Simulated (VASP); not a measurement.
# CdSe (rocksalt type) (Fm-3m) in VASP: notebook

Runs on CdSe (rocksalt type). Level: LDA. Tasks: density of states.

All numbers are computed with VASP 6.6.1; they aren't measurements. Logs are shortened: lines on timing, memory, paths and dates and some standing lists are left out, and cuts for length are marked.

**1. The cell of the first run**

It takes space group Fm-3m (No. 225, cubic). Conventional cell: a = 4.558 Å, b = 4.558 Å, c = 4.558 Å, α = 90.00°, β = 90.00°, γ = 90.00°. Within 3.0 Å of Cd (site symmetry m-3m) lie 6 Se at 2.28 Å. Se (site symmetry m-3m) has 6 Cd at 2.28 Å within 3.0 Å.

**2. Density of states, LDA (volume scaled by 0.55)**

Contents of POSCAR:

```
CdSe
1.0
    0.0000000000      2.2790298282      2.2790298282
    2.2790298282      0.0000000000      2.2790298282
    2.2790298282      2.2790298282      0.0000000000
Cd Se
1 1
Direct
    0.0000000000      0.0000000000      0.0000000000
    0.5000000000      0.5000000000      0.5000000000
```

Contents of INCAR.step1:

```
PREC = Accurate
ENCUT = 520
EDIFF = 1E-6
ISMEAR = -1
SIGMA = 0.05
LREAL = False
LASPH = True
NELM = 100
ALGO = Normal
ISIF = 2
LWAVE = False
LCHARG = True
NBANDS = 16
```

Contents of KPOINTS.step1:

```
regular mesh
0
Gamma
  12 12 12
```

Contents of INCAR.step2:

```
PREC = Accurate
ENCUT = 520
EDIFF = 1E-6
ISMEAR = -5
SIGMA = 0.05
LREAL = False
LASPH = True
NELM = 100
ALGO = Normal
ISIF = 2
LWAVE = False
LCHARG = False
LORBIT = 10
NEDOS = 2001
ICHARG = 11
```

Contents of KPOINTS.step2:

```
regular mesh
0
Gamma
  18 18 18
```

Potentials or basis: VASP PAW LDA potentials, release 64 (Cd, Se).

Run with:

```console
cat potpaw_LDA.64/Cd/POTCAR potpaw_LDA.64/Se/POTCAR > POTCAR
cp INCAR.step1 INCAR
cp KPOINTS.step1 KPOINTS
mpirun -np 1 vasp_std > vasp.out
cp INCAR.step2 INCAR
cp KPOINTS.step2 KPOINTS
mpirun -np 1 vasp_std > vasp.out
```

OUTCAR:

```text
PREC = Accurate
   ENCUT = 520
   EDIFF = 1E-6
   ISMEAR = -5
   LREAL = False
   LASPH = True
   NELM = 100
   ISIF = 2
   LORBIT = 10
   ICHARG = 11

 ion  position               nearest neighbor table
   1  0.000  0.000  0.000-   2 2.28   2 2.28   2 2.28   2 2.28   2 2.28   2 2.28
   2  0.500  0.500  0.500-   1 2.28   1 2.28   1 2.28   1 2.28   1 2.28   1 2.28

  LATTYP: Found a face centered cubic cell.
 ALAT       =     4.5580596564

  Lattice vectors:

 A1 = (   0.0000000000,   2.2790298282,   2.2790298282)
 A2 = (   2.2790298282,   0.0000000000,   2.2790298282)
 A3 = (   2.2790298282,   2.2790298282,   0.0000000000)

Analysis of symmetry for initial positions (statically):
=====================================================================
 Subroutine PRICEL returns:
 Original cell was already a primitive cell.

 Routine SETGRP: Setting up the symmetry group for a
 face centered cubic supercell.

 Subroutine GETGRP returns: Found 48 space group operations
 (whereof 48 operations were pure point group operations)
 out of a pool of 48 trial point group operations.

The static configuration has the point symmetry O_h .

Analysis of symmetry for dynamics (positions and initial velocities):
=====================================================================
 Subroutine PRICEL returns:
 Original cell was already a primitive cell.

 Routine SETGRP: Setting up the symmetry group for a
 face centered cubic supercell.

 Subroutine GETGRP returns: Found 48 space group operations
 (whereof 48 operations were pure point group operations)
 out of a pool of 48 trial point group operations.

The dynamic configuration has the point symmetry O_h .

 Subroutine INISYM returns: Found 48 space group operations
 (whereof 48 operations are pure point group operations),
 and found     1 'primitive' translations

----------------------------------------------------------------------------------------

                                     Primitive cell

  volume of cell :      23.6745

  direct lattice vectors                    reciprocal lattice vectors
     0.000000000  2.279029828  2.279029828    -0.219391600  0.219391600  0.219391600
     2.279029828  0.000000000  2.279029828     0.219391600 -0.219391600  0.219391600
     2.279029828  2.279029828  0.000000000     0.219391600  0.219391600 -0.219391600

  length of vectors
     3.223034892  3.223034892  3.223034892     0.379997398  0.379997398  0.379997398

  position of ions in fractional coordinates (direct lattice)
     0.000000000  0.000000000  0.000000000
     0.500000000  0.500000000  0.500000000

  ion indices of the primitive-cell ions
   primitive index   ion index
                 1           1
                 2           2

----------------------------------------------------------------------------------------

 KPOINTS: regular mesh

Automatic generation of k-mesh.
 Grid dimensions read from file:
 generate k-points for:   18   18   18

 Generating k-lattice:

  Cartesian coordinates                     Fractional coordinates (reciprocal lattice)
    -0.012188422  0.012188422  0.012188422     0.055555556  0.000000000  0.000000000
     0.012188422 -0.012188422  0.012188422     0.000000000  0.055555556  0.000000000
     0.012188422  0.012188422 -0.012188422     0.000000000  0.000000000  0.055555556

  Length of vectors
     0.021110967  0.021110967  0.021110967

  Shift w.r.t. Gamma in fractional coordinates (k-lattice)
     0.000000000  0.000000000  0.000000000

 TETIRR: Found    806 inequivalent tetrahedra from    34992

 Subroutine IBZKPT returns following result:
 ===========================================

 Found    195 irreducible k-points:

 Following reciprocal coordinates:
            Coordinates               Weight
  0.000000  0.000000  0.000000      1.000000
  0.055556  0.000000  0.000000      8.000000
  0.111111  0.000000  0.000000      8.000000
  0.166667  0.000000  0.000000      8.000000
  0.222222  0.000000  0.000000      8.000000
  0.277778  0.000000  0.000000      8.000000
[... 16 lines left out ...]
 -0.277778  0.055556  0.000000     24.000000
 -0.222222  0.055556  0.000000     24.000000
 [... further k-points ...]
   k-points           NKPTS =    195   k-points in BZ     NKDIM =    195   number of bands    NBANDS=     13
   number of dos      NEDOS =   2001   number of ions     NIONS =      2
   total plane-waves  NPLWV =  13824
   dimension x,y,z NGX =    24 NGY =   24 NGZ =   24
   dimension x,y,z NGXF=    48 NGYF=   48 NGZF=   48
   ions per type =               1   1
   NGX,Y,Z   is equivalent  to a cutoff of  12.38, 12.38, 12.38 a.u.
   NGXF,Y,Z  is equivalent  to a cutoff of  24.76, 24.76, 24.76 a.u.
 SYSTEM =  unknown system
   PREC   = accura    normal or accurate (medium, high low for compatibility)
   ISTART =      0    job   : 0-new  1-cont  2-samecut
   ICHARG =     11    charge: 1-file 2-atom 10-const
   ISPIN  =      1    spin polarized calculation?
   LNONCOLLINEAR =      F non collinear calculations
   LSORBIT =      F    spin-orbit coupling
   LASPH  =      T    aspherical Exc in radial PAW
   ENCUT  =  520.0 eV  38.22 Ry    6.18 a.u.   5.99  5.99  5.99*2*pi/ulx,y,z
   NELM   =    100;   NELMIN=  2; NELMDL=  0     # of ELM steps
   EDIFF  = 0.1E-05   stopping-criterion for ELM
   LREAL  =      F    real-space projection
   EDIFFG = 0.1E-04   stopping-criterion for IOM
   NSW    =      0    number of steps for IOM
   IBRION =     -1    ionic relax: 0-MD 1-quasi-New 2-CG
   NFREE  =      0    steps in history (QN), initial steepest desc. (CG)
   ISIF   =      2    stress and relaxation
   ISYM   =      2    0-nonsym 1-usesym 2-fastsym
   POTIM  = 0.5000    time-step for ionic-motion
   TEBEG  =    0.0;   TEEND  =   0.0 temperature during run
   PSTRESS=    0.0 pullay stress
   NELECT =      18.0000    total number of electrons
   NUPDOWN=      -1.0000    fix difference up-down
   EMIN   =  10.00;   EMAX   =-10.00  energy-range for DOS
   EFERMI =   0.00;   METHOD = LEGACY
   ISMEAR =    -5;   SIGMA  =   0.05  broadening in eV -4-tet -1-fermi 0-gaus
   EFERMI_NEDOS =   21; number of points for ismear=-14 and -15
   IALGO  =     38    algorithm
   IMIX   =      4    mixing-type and parameters
     AMIX     =   0.40;   BMIX     =  1.00
     AMIX_MAG =   1.60;   BMIX_MAG =  1.00
  volume/ion in A,a.u.               =      11.84        79.88
  Fermi-wavevector in a.u.,A,eV,Ry     =   1.494189  2.823609 30.376395  2.232602
  Thomas-Fermi vector in A             =   2.606494
   LORBIT       =     10    0 simple, 1 ext, 2 COOP (PROOUT), +10 PAW based schemes
   GGA     = CA    functional components
   LHFCALC =     F    Hartree Fock is set to
   AEXX    =    0.0000 exact exchange contribution
   IVDW    =     0    specifies the selected vdW correction
   LEPSILON=     F    determine dielectric tensor
   LRPA    =     F    only Hartree local field effects (RPA)
 non-spin polarized calculation
 Fermi weights with tetrahedron method with Bloechl corrections
  energy-cutoff  :      520.00
  volume of cell :       23.67
 maximum number of plane-waves:       650

 number of electron      17.9999999 magnetization

 Free energy of the ion-electron system (eV)
  ---------------------------------------------------
  ext. energy  EPLUGINS =         0.00000000
  ---------------------------------------------------
  free energy    TOTEN  =         0.44647255 eV

  energy without entropy =        0.44647255  energy(sigma->0) =        0.44647255

 E-fermi :  11.9119     XC(G=0): -13.9552

 val. band max:       12.1566578242   @ k =   0.4444   0.0000   0.0000
 cond. band min:      11.8686426943   @ k =  -0.4444   0.4444   0.0000
 fundamental gap:     -0.2880151299
 Fermi energy:        11.9118720933

 k-point     1 :       0.0000    0.0000    0.0000
  band No.  band energies     occupation
      1      -8.6025      2.00000
      2      -0.1049      2.00000
      3      -0.1049      2.00000
      4      -0.1049      2.00000
      5      -0.0494      2.00000
      6      -0.0494      2.00000
      7       9.3096      2.00000
      8       9.3096      2.00000
      9       9.3096      2.00000
     10      16.5037      0.00000
     11      19.4545      0.00000
     12      20.8441      0.00000
     13      20.8441      0.00000

 k-point     2 :       0.0556    0.0000    0.0000
  band No.  band energies     occupation
      1      -8.5383      2.00000
      2      -0.1291      2.00000
      3      -0.1132      2.00000
      4      -0.1132      2.00000
      5      -0.0632      2.00000
      6      -0.0632      2.00000
      7       8.9691      2.00000
      8       9.3913      2.00000
      9       9.3913      2.00000
     10      16.8034      0.00000
     11      19.0075      0.00000
     12      20.8208      0.00000
     13      20.8215      0.00000

 k-point     3 :       0.1111    0.0000    0.0000
  band No.  band energies     occupation
      1      -8.3472      2.00000
      2      -0.2338      2.00000
      3      -0.2338      2.00000
      4      -0.2030      2.00000
      5      -0.0020      2.00000
      6      -0.0020      2.00000
      7       8.1190      2.00000
      8       9.6246      2.00000
      9       9.6246      2.00000
     10      17.2195      0.00000
     11      18.6017      0.00000
     12      20.6587      0.00000
     13      20.6587      0.00000

 k-point     4 :       0.1667    0.0000    0.0000
  band No.  band energies     occupation
      1      -8.0337      2.00000
      2      -0.4202      2.00000
      3      -0.4202      2.00000
      4      -0.3323      2.00000
      5       0.1050      2.00000
      6       0.1050      2.00000
      7       7.0426      2.00000
      8       9.9797      2.00000
      9       9.9797      2.00000
     10      16.6746      0.00000
     11      19.3871      0.00000
     12      20.1300      0.00000
     13      20.1300      0.00000

 k-point     5 :       0.2222    0.0000    0.0000
  band No.  band energies     occupation
      1      -7.6066      2.00000
      2      -0.6361      2.00000
      3      -0.6361      2.00000
      4      -0.5290      2.00000
      5       0.2408      2.00000
      6       0.2408      2.00000
      7       5.9340      2.00000
      8      10.4170      2.00000
      9      10.4170      2.00000
     10      15.8109      0.00000
     11      19.2565      0.00000
     12      19.2565      0.00000
     13      20.6562      0.00000
[... 257 lines left out ...]
 k-point    22 :      -0.3333    0.0556    0.0000
  band No.  band energies     occupation
      1      -6.2493      2.00000
      2      -1.4220      2.00000
      3      -1.1391      2.00000
      4      -0.9522      2.00000
      5       0.5315      2.00000
      6       0.6461      2.00000
      7       3.8839      2.00000
      8      10.4916      2.00000
      9      12.0317      1.11019
     10      14.3879      0.00000
     11      16.8387      0.00000
     12      17.4054      0.00000
     13      23.3292      0.00000

 k-point    23 :      -0.2778    0.0556    0.0000
  band No.  band energies     occupation
      1      -6.8515      2.00000
      2      -1.0507      2.00000
      3      -0.9806      2.00000
      4      -0.7437      2.00000
      5       0.3858      2.00000
      6       0.5173      2.00000
      7       4.6715      2.00000
      8      10.0893      2.00000
      9      11.6398      2.02366
     10      14.9910      0.00000
     11      17.6752      0.00000
     12      18.0915      0.00000
     13      22.2990      0.00000

 k-point    24 :      -0.2222    0.0556    0.0000
  band No.  band energies     occupation
      1      -7.3968      2.00000
      2      -0.7850      2.00000
      3      -0.7489      2.00000
      4      -0.5362      2.00000
      5       0.2371      2.00000
      6       0.3704      2.00000
      7       5.6471      2.00000
      8       9.7129      2.00000
      9      11.1449      2.00000
     10      15.7580      0.00000
     11      18.7107      0.00000
     12      18.7229      0.00000
     13      21.1446      0.00000

 [... further k-points ...]
[... 5 lines left out ...]
  --------------------------------------------------------------------------------------
  -------------------------------------------------------------------------------------
  Total       30.2187643     30.2187643     30.2187643     -0.0000000     -0.0000000      0.0000000
  in kB     2045.0656791   2045.0656791   2045.0656791     -0.0000000     -0.0000000      0.0000000
  external PRESSURE =    2045.0656791 kB  Pullay stress =       0.0000000 kB

 VOLUME and BASIS-vectors are now :
 -----------------------------------------------------------------------------
  energy-cutoff  :      520.00
  volume of cell :       23.67
      direct lattice vectors                 reciprocal lattice vectors
     0.000000000  2.279029828  2.279029828    -0.219391600  0.219391600  0.219391600
     2.279029828  0.000000000  2.279029828     0.219391600 -0.219391600  0.219391600
     2.279029828  2.279029828  0.000000000     0.219391600  0.219391600 -0.219391600

 POSITION                                       TOTAL-FORCE (eV/Angst)
 -----------------------------------------------------------------------------------
      0.00000      0.00000      0.00000         0.000000     -0.000000      0.000000
      2.27903      2.27903      2.27903        -0.000000      0.000000      0.000000
 -----------------------------------------------------------------------------------
    total drift:                                0.000000     -0.000000     -0.000000

  FREE ENERGIE OF THE ION-ELECTRON SYSTEM (eV)
  ---------------------------------------------------
  free  energy   TOTEN  =         0.4464725542 eV

  energy  without entropy=        0.4464725542  energy(sigma->0) =        0.44647255

 total charge

# of ion       s       p       d       tot
------------------------------------------
    1        0.655   0.836   9.759  11.251
    2        1.501   2.866   0.186   4.552
--------------------------------------------------
tot          2.156   3.702   9.945  15.803
```

Run time: 27 s. Hardware: 1 thread of Intel Xeon Platinum 8259CL at 2.50GHz (Skylake/Cascade Lake), shared host; peak memory 0.18 GiB.

Results:

* Valence electrons inside the program's atomic spheres: Cd 11.25; Se 4.55

Caveat: the cell differs from its parent crystal (volume scaled by 0.55); tetrahedron occupations give inexact forces and stress in metals.

**3. Density of states, LDA**

This run uses another cell than the first one, of 21.52 Å³/atom, 1.818 times its volume.

Contents of POSCAR:

```
CdSe
1.0
    0.0000000000      2.7816070569      2.7816070569
    2.7816070569      0.0000000000      2.7816070569
    2.7816070569      2.7816070569      0.0000000000
Cd Se
1 1
Direct
    0.0000000000      0.0000000000      0.0000000000
    0.5000000000      0.5000000000      0.5000000000
```

Contents of INCAR.step1:

```
SYSTEM = CdSe
  PREC = Accurate
  ENCUT = 520
  EDIFF = 1E-6
  ISMEAR = -1
  SIGMA = 0.05
  LREAL = .FALSE.
  LASPH = .TRUE.
  NELM = 80
  ALGO = Normal
  ISIF = 2
  LWAVE = .FALSE.
  LCHARG = .TRUE.
  NBANDS = 16
```

Contents of KPOINTS.step1:

```
Automatic mesh
0
G
  12 12 12
  0 0 0
```

Contents of INCAR.step2:

```
SYSTEM = CdSe
  PREC = Accurate
  ENCUT = 520
  EDIFF = 1E-6
  ISMEAR = -5
  SIGMA = 0.05
  LREAL = .FALSE.
  LASPH = .TRUE.
  NELM = 80
  ALGO = Normal
  ISIF = 2
  LWAVE = .FALSE.
  LCHARG = .FALSE.
  LORBIT = 10
  NEDOS = 1001
  ICHARG = 11
```

Contents of KPOINTS.step2:

```
Automatic mesh
0
G
  18 18 18
  0 0 0
```

Potentials or basis: VASP PAW LDA potentials, release 64 (Cd, Se).

Run with:

```console
cat potpaw_LDA.64/Cd/POTCAR potpaw_LDA.64/Se/POTCAR > POTCAR
cp INCAR.step1 INCAR
cp KPOINTS.step1 KPOINTS
mpirun -np 1 vasp_std > vasp.out
cp INCAR.step2 INCAR
cp KPOINTS.step2 KPOINTS
mpirun -np 1 vasp_std > vasp.out
```

It took 79 s on 1 thread of Intel Xeon Platinum 8259CL at 2.50GHz (Skylake/Cascade Lake), shared host; peak memory 0.24 GiB.

Results (log left out):

```yaml
Valence_electrons_inside_the_program's_atomic_spheres: Cd 10.27; Se 3.87
```

Levels at points of the mesh, in eV from the Fermi level:
```csv
k point,band 7,band 8,band 9,band 10,band 11,band 12
"(0.00, 0.00, 0.00)",-0.73,-0.73,-0.73,0.33,8.77,8.77
"(0.50, 0.00, 0.00)",-5.43,0.04,0.04,2.88,5.17,5.17
"(0.50, 0.50, 0.00)",-4.71,-2.40,-2.40,-0.60,5.35,10.31
```

Caveat: tetrahedron occupations give inexact forces and stress in metals.
